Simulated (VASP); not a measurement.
Here is a VASP 6.6.1 calculation.

The input INCAR:

```
SYSTEM = GaN
ALGO = Normal
EDIFF = 1E-6
ENCUT = 520
GGA = PE
ISIF = 2
ISMEAR = -1
IVDW = 13
LASPH = .True.
LCHARG = .False.
LREAL = .False.
LWAVE = .False.
NBANDS = 16
NELM = 60
PREC = Accurate
SIGMA = 0.05
```

KPOINTS

```
k-points
0
Gamma
  10 10 10
  0 0 0
```

Contents of POSCAR:

```
GaN
1.0
    0.0000000000      2.2509415753      2.2509415753
    2.2509415753      0.0000000000      2.2509415753
    2.2509415753      2.2509415753      0.0000000000
Ga N
1 1
Direct
    0.0000000000      0.0000000000      0.0000000000
    0.2500000000      0.2500000000      0.2500000000
```

Potentials or basis: VASP PAW PBE potentials, release 64 (Ga_d, N).

Run with:

```sh
$ cat potpaw_PBE.64/Ga_d/POTCAR potpaw_PBE.64/N/POTCAR > POTCAR
$ mpirun -np 1 vasp_std > vasp.out
```

Task: Predict the band gap on the k mesh.

Result: 1.75 eV, direct.

Task: Predict the pressure.

Result: 0.0 GPa.
